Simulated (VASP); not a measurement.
Here is a VASP 6.6.1 calculation.

Contents of INCAR:

```
SYSTEM = GaO
ALGO     = Normal         ! electronic algorithm
EDIFF    = 1E-6           ! SCF threshold, eV
ENCUT    = 520            ! plane-wave cutoff, eV
GGA      = PE             ! functional
ISIF     = 2              ! what is computed and relaxed
ISMEAR   = 0              ! smearing method
LASPH    = .TRUE.         ! aspherical terms in the spheres
LCHARG   = .FALSE.        ! write CHGCAR
LREAL    = .FALSE.        ! projectors in reciprocal space
LWAVE    = .FALSE.        ! write WAVECAR
NBANDS   = 16             ! bands
NELM     = 100            ! most SCF steps
PREC     = Accurate       ! precision mode
SIGMA    = 0.1            ! smearing width, eV
```

KPOINTS

```
k-points
0
G
  24 24 18
  0 0 0
```

The input POSCAR:

```
GaO
1.0
    3.0469141184      0.0000000000      0.0000000000
   -1.5234570592      2.6387050297      0.0000000000
    0.0000000000      0.0000000000      2.9449845327
Ga O
1 1
Direct
    0.0000000000      0.0000000000      0.0000000000
    0.6666666667      0.3333333333      0.5000000000
```

Potentials or basis: VASP PAW PBE potentials, release 64 (Ga_d, O).

The run is started by

```sh
$ cat potpaw_PBE.64/Ga_d/POTCAR potpaw_PBE.64/O/POTCAR > POTCAR
$ mpirun -np 1 vasp_std > vasp.out
```

(1) What does it give for the band gap on the k mesh?

(2) Predict the pressure.

Answers

(1) zero (an odd number of electrons rules out a gap without spin polarisation).

(2) 0.4 GPa.

Caveat: an odd number of electrons without spin polarisation forces a metal; a magnetic or distorted state may lie lower.
